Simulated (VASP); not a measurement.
# NaH (Fm-3m) in VASP: notebook

NaH is run at these levels: HSE06; tasks: single point.

All numbers are computed with VASP 6.6.1; they aren't measurements. Logs are shortened: lines on timing, memory, paths and dates and some standing lists are left out, and cuts for length are marked.

## (1) The cell of the first run

Symmetry: Fm-3m, No. 225, cubic system. The conventional cell has a = 4.780 Å, b = 4.780 Å, c = 4.780 Å, α = 90.00°, β = 90.00°, γ = 90.00°. Na (site symmetry m-3m) has 6 H at 2.39 Å within 3.2 Å. H (site symmetry m-3m) has 6 Na at 2.39 Å within 3.2 Å.

## (2) Single point, HSE06

The input, POSCAR:

```
NaH
1.0
    0.0000000000      2.3901901053      2.3901901053
    2.3901901053      0.0000000000      2.3901901053
    2.3901901053      2.3901901053      0.0000000000
Na H
1 1
Direct
    0.0000000000      0.0000000000      0.0000000000
    0.5000000000      0.5000000000      0.5000000000
```

The input, INCAR.step1:

```
SYSTEM = NaH
ALGO = Normal ; EDIFF = 1E-5
ENCUT = 520 ; GGA = PE
ISIF = 2 ; ISMEAR = -1
LASPH = .True. ; LREAL = .False.
LWAVE = .True. ; NBANDS = 11
NELM = 60 ; PREC = Accurate
SIGMA = 0.05
```

The input, INCAR.step2:

```
SYSTEM = NaH
ALGO = Normal ; EDIFF = 1E-7
ENCUT = 520 ; GGA = PE
HFSCREEN = 0.2079 ; ISIF = 2
ISMEAR = -1 ; ISTART = 1
LASPH = .True. ; LCHARG = .True.
LELF = .True. ; LHFCALC = .True.
LREAL = .False. ; LVHAR = .True.
LWAVE = .False. ; NBANDS = 11
NELM = 60 ; PREC = Accurate
PRECFOCK = Normal ; SIGMA = 0.05
```

The input, KPOINTS:

```
k-points
0
Gamma
  6 6 6
  0 0 0
```

Potentials or basis: VASP PAW PBE potentials, release 64 (Na_pv, H).

Run with:

```
cat potpaw_PBE.64/Na_pv/POTCAR potpaw_PBE.64/H/POTCAR > POTCAR
cp INCAR.step1 INCAR
mpirun -np 1 vasp_std > vasp.out
cp INCAR.step2 INCAR
mpirun -np 1 vasp_std > vasp.out
```

OUTCAR:

```text
SYSTEM = NaH
   EDIFF = 1E-7
   ENCUT = 520
   GGA = PE
   HFSCREEN = 0.2079
   ISIF = 2
   ISMEAR = -1
   ISTART = 1
   LASPH = .True.
   LHFCALC = .True.
   LREAL = .False.
   NELM = 60
   PREC = Accurate
   PRECFOCK = Normal

 ion  position               nearest neighbor table
   1  0.000  0.000  0.000-
   2  0.500  0.500  0.500-

  LATTYP: Found a face centered cubic cell.
 ALAT       =     4.7803802106

  Lattice vectors:

 A1 = (   0.0000000000,   2.3901901053,   2.3901901053)
 A2 = (   2.3901901053,   0.0000000000,   2.3901901053)
 A3 = (   2.3901901053,   2.3901901053,   0.0000000000)

Analysis of symmetry for initial positions (statically):
=====================================================================
 Subroutine PRICEL returns:
 Original cell was already a primitive cell.

 Routine SETGRP: Setting up the symmetry group for a
 face centered cubic supercell.

 Subroutine GETGRP returns: Found 48 space group operations
 (whereof 48 operations were pure point group operations)
 out of a pool of 48 trial point group operations.

The static configuration has the point symmetry O_h .

Analysis of symmetry for dynamics (positions and initial velocities):
=====================================================================
 Subroutine PRICEL returns:
 Original cell was already a primitive cell.

 Routine SETGRP: Setting up the symmetry group for a
 face centered cubic supercell.

 Subroutine GETGRP returns: Found 48 space group operations
 (whereof 48 operations were pure point group operations)
 out of a pool of 48 trial point group operations.

The dynamic configuration has the point symmetry O_h .

 Subroutine INISYM returns: Found 48 space group operations
 (whereof 48 operations are pure point group operations),
 and found     1 'primitive' translations

----------------------------------------------------------------------------------------

                                     Primitive cell

  volume of cell :      27.3104

  direct lattice vectors                    reciprocal lattice vectors
     0.000000000  2.390190105  2.390190105    -0.209188382  0.209188382  0.209188382
     2.390190105  0.000000000  2.390190105     0.209188382 -0.209188382  0.209188382
     2.390190105  2.390190105  0.000000000     0.209188382  0.209188382 -0.209188382

  length of vectors
     3.380239264  3.380239264  3.380239264     0.362324905  0.362324905  0.362324905

  position of ions in fractional coordinates (direct lattice)
     0.000000000  0.000000000  0.000000000
     0.500000000  0.500000000  0.500000000

  ion indices of the primitive-cell ions
   primitive index   ion index
                 1           1
                 2           2

----------------------------------------------------------------------------------------

 KPOINTS: k-points

Automatic generation of k-mesh.
 Grid dimensions read from file:
 generate k-points for:    6    6    6

 Generating k-lattice:

  Cartesian coordinates                     Fractional coordinates (reciprocal lattice)
    -0.034864730  0.034864730  0.034864730     0.166666667  0.000000000  0.000000000
     0.034864730 -0.034864730  0.034864730     0.000000000  0.166666667  0.000000000
     0.034864730  0.034864730 -0.034864730     0.000000000  0.000000000  0.166666667

  Length of vectors
     0.060387484  0.060387484  0.060387484

  Shift w.r.t. Gamma in fractional coordinates (k-lattice)
     0.000000000  0.000000000  0.000000000

 Subroutine IBZKPT returns following result:
 ===========================================

 Found     16 irreducible k-points:

 Following reciprocal coordinates:
            Coordinates               Weight
  0.000000  0.000000  0.000000      1.000000
  0.166667  0.000000  0.000000      8.000000
  0.333333  0.000000  0.000000      8.000000
  0.500000  0.000000  0.000000      4.000000
  0.166667  0.166667  0.000000      6.000000
  0.333333  0.166667  0.000000     24.000000
[... 8 lines left out ...]
 -0.333333  0.333333  0.166667     24.000000
 -0.333333  0.500000  0.166667     12.000000
   k-points           NKPTS =     16   k-points in BZ     NKDIM =    216   number of bands    NBANDS=     11
   number of dos      NEDOS =    301   number of ions     NIONS =      2
   total plane-waves  NPLWV =  21952
   dimension x,y,z NGX =    28 NGY =   28 NGZ =   28
   dimension x,y,z NGXF=    56 NGYF=   56 NGZF=   56
   ions per type =               1   1
   NGX,Y,Z   is equivalent  to a cutoff of  13.77, 13.77, 13.77 a.u.
   NGXF,Y,Z  is equivalent  to a cutoff of  27.54, 27.54, 27.54 a.u.
 SYSTEM =  NaH
   PREC   = accura    normal or accurate (medium, high low for compatibility)
   ISTART =      1    job   : 0-new  1-cont  2-samecut
   ICHARG =      0    charge: 1-file 2-atom 10-const
   ISPIN  =      1    spin polarized calculation?
   LNONCOLLINEAR =      F non collinear calculations
   LSORBIT =      F    spin-orbit coupling
   LASPH  =      T    aspherical Exc in radial PAW
   ENCUT  =  520.0 eV  38.22 Ry    6.18 a.u.   6.29  6.29  6.29*2*pi/ulx,y,z
   NELM   =     60;   NELMIN=  2; NELMDL=  0     # of ELM steps
   EDIFF  = 0.1E-06   stopping-criterion for ELM
   LREAL  =      F    real-space projection
   EDIFFG = 0.1E-05   stopping-criterion for IOM
   NSW    =      0    number of steps for IOM
   IBRION =     -1    ionic relax: 0-MD 1-quasi-New 2-CG
   NFREE  =      0    steps in history (QN), initial steepest desc. (CG)
   ISIF   =      2    stress and relaxation
   ISYM   =      3    0-nonsym 1-usesym 2-fastsym
   POTIM  = 0.5000    time-step for ionic-motion
   TEBEG  =    0.0;   TEEND  =   0.0 temperature during run
   PSTRESS=    0.0 pullay stress
   NELECT =       8.0000    total number of electrons
   NUPDOWN=      -1.0000    fix difference up-down
   EMIN   =  10.00;   EMAX   =-10.00  energy-range for DOS
   EFERMI =   0.00;   METHOD = LEGACY
   ISMEAR =    -1;   SIGMA  =   0.05  broadening in eV -4-tet -1-fermi 0-gaus
   EFERMI_NEDOS =   21; number of points for ismear=-14 and -15
   IALGO  =     38    algorithm
   IMIX   =      1    mixing-type and parameters
     AMIX     =   0.40;   BMIX     =  1.00
     AMIX_MAG =   1.60;   BMIX_MAG =  1.00
  volume/ion in A,a.u.               =      13.66        92.15
  Fermi-wavevector in a.u.,A,eV,Ry     =   1.087249  2.054603 16.083591  1.182111
  Thomas-Fermi vector in A             =   2.223404
   LORBIT       =      0    0 simple, 1 ext, 2 COOP (PROOUT), +10 PAW based schemes
   GGA     = PE    functional components
   LHFCALC =     T    Hartree Fock is set to
   PRECFOCK=normal    Normal, Fast or Accurate (Low or Medium for compatibility)
   ENCUT4O =  -1.0   cutoff for four orbital integrals eV
   NKREDX  =     1    reduce k-point grid by
   NKREDY  =     1    reduce k-point grid by
   NKREDZ  =     1    reduce k-point grid by
   AEXX    =    0.2500 exact exchange contribution
   HFSCREEN=    0.2079 screening length (either q_TF or 0.3 A-1)
   HFSCREENC=   0.2079 screening length for correlation (either q_TF or 0.3 A-1)
   ENCUTFOCK=  -1.0 apply spherical cutoff to Coloumb kernel
   IVDW    =     0    specifies the selected vdW correction
   LEPSILON=     F    determine dielectric tensor
   LRPA    =     F    only Hartree local field effects (RPA)
 non-spin polarized calculation
  energy-cutoff  :      520.00
  volume of cell :       27.31
 maximum number of plane-waves:       754
 NGX is ok and might be reduce to    28
  NGX = 20; NGY = 20; NGZ = 20

 number of electron       7.9999992 magnetization

 Free energy of the ion-electron system (eV)
  ---------------------------------------------------
  ext. energy  EPLUGINS =         0.00000000
  ---------------------------------------------------
  free energy    TOTEN  =        -5.76218837 eV

  energy without entropy =       -5.76218837  energy(sigma->0) =       -5.76218837

 E-fermi :  -0.6241     XC(G=0):  -6.6028

 val. band max:       -1.8028254510   @ k =  -0.3333   0.5000   0.1667
 cond. band min:       3.1094182431   @ k =   0.5000   0.0000   0.0000
 fundamental gap:      4.9122436941
 Fermi energy:        -0.6240686825

 k-point     1 :       0.0000    0.0000    0.0000
  band No.  band energies     occupation
      1     -26.0880      2.00000
      2     -26.0880      2.00000
      3     -26.0880      2.00000
      4      -5.8066      2.00000
      5      10.5218      0.00000
      6      15.4982      0.00000
      7      15.4982      0.00000
      8      15.4982      0.00000
      9      16.5826      0.00000
     10      16.5826      0.00000
     11      16.5827      0.00000

 k-point     2 :       0.1667    0.0000    0.0000
  band No.  band energies     occupation
      1     -26.1132      2.00000
      2     -26.0909      2.00000
      3     -26.0909      2.00000
      4      -5.2669      2.00000
      5       8.7133      0.00000
      6      12.1931      0.00000
      7      14.4182      0.00000
      8      14.4182      0.00000
      9      17.7388      0.00000
     10      17.7389      0.00000
     11      18.0380      0.00000

 k-point     3 :       0.3333    0.0000    0.0000
  band No.  band energies     occupation
      1     -26.1628      2.00000
      2     -26.0965      2.00000
      3     -26.0965      2.00000
      4      -3.8408      2.00000
      5       5.0724      0.00000
      6      10.9479      0.00000
      7      13.5423      0.00000
      8      13.5423      0.00000
      9      16.9539      0.00000
     10      16.9539      0.00000
     11      19.2120      0.00000

 k-point     4 :       0.5000    0.0000    0.0000
  band No.  band energies     occupation
      1     -26.1872      2.00000
      2     -26.0994      2.00000
      3     -26.0994      2.00000
      4      -2.7225      2.00000
      5       3.1094      0.00000
      6      10.6413      0.00000
      7      13.2498      0.00000
      8      13.2498      0.00000
      9      16.4447      0.00000
     10      16.4447      0.00000
     11      19.0429      0.00000

 k-point     5 :       0.1667    0.1667    0.0000
  band No.  band energies     occupation
      1     -26.1123      2.00000
      2     -26.0961      2.00000
      3     -26.0961      2.00000
      4      -5.0948      2.00000
      5       8.6877      0.00000
      6      12.5525      0.00000
      7      12.8538      0.00000
      8      12.8538      0.00000
      9      16.6372      0.00000
     10      18.8370      0.00000
     11      20.6005      0.00000
[... 99 lines left out ...]
 k-point    13 :       0.5000    0.5000    0.0000
  band No.  band energies     occupation
      1     -26.1735      2.00000
      2     -26.1205      2.00000
      3     -26.1205      2.00000
      4      -1.9439      2.00000
      5       3.9844      0.00000
      6       9.6332      0.00000
      7      10.4419      0.00000
      8      10.4419      0.00000
      9      11.8516      0.00000
     10      24.4290      0.00000
     11      26.0860      0.00000

 k-point    14 :       0.5000    0.3333    0.1667
  band No.  band energies     occupation
      1     -26.1592      2.00000
      2     -26.1242      2.00000
      3     -26.1076      2.00000
      4      -2.8324      2.00000
      5       5.2699      0.00000
      6       7.3085      0.00000
      7      10.4632      0.00000
      8      15.5034      0.00000
      9      15.6103      0.00000
     10      18.0435      0.00000
     11      22.1708      0.00000

 k-point    15 :      -0.3333    0.3333    0.1667
  band No.  band energies     occupation
      1     -26.1613      2.00000
      2     -26.1350      2.00000
      3     -26.1131      2.00000
      4      -2.0439      2.00000
      5       4.5252      0.00000
      6       6.3905      0.00000
      7       9.5965      0.00000
      8      15.5700      0.00000
      9      16.6911      0.00000
     10      19.2274      0.00000
     11      21.2546      0.00000

 k-point    16 :      -0.3333    0.5000    0.1667
  band No.  band energies     occupation
      1     -26.1601      2.00000
      2     -26.1336      2.00000
      3     -26.1228      2.00000
      4      -1.8028      2.00000
      5       4.6451      0.00000
      6       6.6385      0.00000
      7       8.4583      0.00000
      8      14.8497      0.00000
      9      15.2392      0.00000
     10      21.0415      0.00000
     11      21.1542      0.00000

------------------------ aborting loop because EDIFF is reached ----------------------------------------

  FORCE on cell =-STRESS in cart. coord.  units (eV):
  Direction    XX          YY          ZZ          XY          YZ          ZX
  --------------------------------------------------------------------------------------
  -------------------------------------------------------------------------------------
  Total        0.0699379      0.0699379      0.0699379     -0.0000000      0.0000000     -0.0000000
  in kB        4.1029481      4.1029481      4.1029481     -0.0000000      0.0000000     -0.0000000
  external PRESSURE =       4.1029481 kB  Pullay stress =       0.0000000 kB

 VOLUME and BASIS-vectors are now :
 -----------------------------------------------------------------------------
  energy-cutoff  :      520.00
  volume of cell :       27.31
      direct lattice vectors                 reciprocal lattice vectors
     0.000000000  2.390190105  2.390190105    -0.209188382  0.209188382  0.209188382
     2.390190105  0.000000000  2.390190105     0.209188382 -0.209188382  0.209188382
     2.390190105  2.390190105  0.000000000     0.209188382  0.209188382 -0.209188382

 POSITION                                       TOTAL-FORCE (eV/Angst)
 -----------------------------------------------------------------------------------
      0.00000      0.00000      0.00000        -0.000000     -0.000000     -0.000000
      2.39019      2.39019      2.39019         0.000000      0.000000      0.000000
 -----------------------------------------------------------------------------------
    total drift:                                0.000000      0.000000      0.000000

  FREE ENERGIE OF THE ION-ELECTRON SYSTEM (eV)
  ---------------------------------------------------
  free  energy   TOTEN  =        -5.7621883738 eV

  energy  without entropy=       -5.7621883738  energy(sigma->0) =       -5.76218837
```

Run time: 10 min. Hardware: 1 thread of Intel Xeon Platinum 8259CL at 2.50GHz (Skylake/Cascade Lake), shared host; peak memory 0.25 GiB.

What came out:

- Free energy: -5.7622 eV
- Pressure: 0.4 GPa
- Band gap on the k mesh: 4.91 eV (least direct gap 5.83 eV)

Levels at points of the mesh, in eV from the valence-band top:
| k point | band 2 | band 3 | band 4 | band 5 | band 6 | band 7 |
| --- | --- | --- | --- | --- | --- | --- |
| (0.00, 0.00, 0.00) | -24.29 | -24.29 | -4.00 | 12.32 | 17.30 | 17.30 |
| (0.50, 0.00, 0.00) | -24.30 | -24.30 | -0.92 | 4.91 | 12.44 | 15.05 |
| (0.50, 0.50, 0.00) | -24.32 | -24.32 | -0.14 | 5.79 | 11.44 | 12.24 |

Caveat: the PAW data sets were made with another functional, which shifts forces and pressure a little. A k mesh can miss the band edges.

## (3) Single point, HSE06

This run uses another cell than the first one, of 13.95 Å³/atom.

The input, POSCAR:

```
NaH
1.0
    0.0000000000      2.4070229845      2.4070229845
    2.4070229845      0.0000000000      2.4070229845
    2.4070229845      2.4070229845      0.0000000000
Na H
1 1
Direct
    0.0000000000      0.0000000000      0.0000000000
    0.5000000000      0.5000000000      0.5000000000
```

INCAR.step1 is that of step 2.

INCAR.step2 is that of step 2.

KPOINTS is that of step 2.

Potentials or basis: VASP PAW PBE potentials, release 64 (Na_pv, H).

Run with:

```
cat potpaw_PBE.64/Na_pv/POTCAR potpaw_PBE.64/H/POTCAR > POTCAR
cp INCAR.step1 INCAR
mpirun -np 1 vasp_std > vasp.out
cp INCAR.step2 INCAR
mpirun -np 1 vasp_std > vasp.out
```

Wall time 7.7 min (1 thread of Intel Xeon Platinum 8259CL at 2.50GHz (Skylake/Cascade Lake), shared host); peak memory 0.25 GiB.

Results (log left out):

- Free energy: -5.7629 eV
- Pressure: -0.1 GPa
- Band gap on the k mesh: 4.87 eV (least direct gap 5.78 eV)

Levels at points of the mesh, in eV from the valence-band top:
```tsv
k point	band 1	band 2	band 3	band 4	band 5	band 6	band 7	band 8
(0.00, 0.00, 0.00)	-24.33	-24.33	-24.33	-3.94	12.12	17.13	17.13	17.13
(0.50, 0.00, 0.00)	-24.42	-24.34	-24.34	-0.91	4.87	12.28	14.91	14.91
(0.50, 0.50, 0.00)	-24.41	-24.36	-24.36	-0.14	5.74	11.34	12.10	12.10
```

Caveat: the PAW data sets were made with another functional, which shifts forces and pressure a little. A k mesh can miss the band edges.

[end of part 1 of 2]
